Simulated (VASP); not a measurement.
A run of VASP 6.6.1:

The input INCAR:

```
PREC = Accurate ; ENCUT = 400
EDIFF = 1E-6 ; ISMEAR = -1
SIGMA = 0.05 ; LREAL = F
LASPH = T ; NELM = 120
ALGO = Normal ; ISIF = 2
LWAVE = F ; LCHARG = T
GGA = PE ; IVDW = 12
LELF = T ; LVHAR = T
NBANDS = 30 ; GGA_COMPAT = F
```

KPOINTS

```
regular mesh
0
Gamma
  1 1 1
```

POSCAR

```
H
1.0
    7.1137870000      0.0000000000      0.0000000000
    0.0000000000      7.1137870000      0.0000000000
    0.0000000000      0.0000000000      7.1137870000
H
24
Direct
    0.2366953073      0.5019689232      0.6178003362
    0.1645818184      0.4924521918      0.5458274193
    0.9386702188      1.0574536460      0.2154548625
    1.0197100363      0.9930153939      0.1837277388
    0.6711193349      0.4655748057      0.6027028923
    0.6327712652      0.4032029635      0.6804814370
    1.0650023679      0.6897873102      0.9001675198
    0.9935355107      0.7530025850      0.9526993147
    0.7899168193      0.3610594470      0.3487875024
    0.8520356317      0.3537496976      0.4277749671
   -0.1669012581      1.0602932025      0.6405870741
   -0.1108129889      0.9968389551      0.5712428556
    0.1904470854      0.1629933536     -0.1253200300
    0.1548401716      0.1329812096     -0.2176759017
    0.4718583787      0.5797334106      0.9968248979
    0.4080527010      0.5143673827      0.9333003645
    0.4525016001      0.9717468347      0.9332019640
    0.4803208193      0.8722780145      0.9315432132
    0.8419425546      0.3533139241      0.9390075919
    0.7937544377      0.4419165207      0.9667705823
    0.6702337306      0.7131503937      0.1432851447
    0.7485745637      0.6540819960      0.1686724666
    0.3147549962      0.2602833062      0.2471538718
    0.3350536079      0.1600975683      0.2296948166
```

Potentials or basis: VASP PAW PBE potentials, release 64 (H).

Launch:

```sh
$ cat potpaw_PBE.64/H/POTCAR > POTCAR
$ mpirun -np 1 vasp_gam > vasp.out
```

Hardware: 1 thread of Intel Xeon 8259CL, on a shared host.

Problem. How long does it take, and how much memory?

Solution. Wall time 41 s on 1 thread of Intel Xeon 8259CL (shared host), peak memory 0.33 GiB. Counts: scf iterations 15, k points 1.
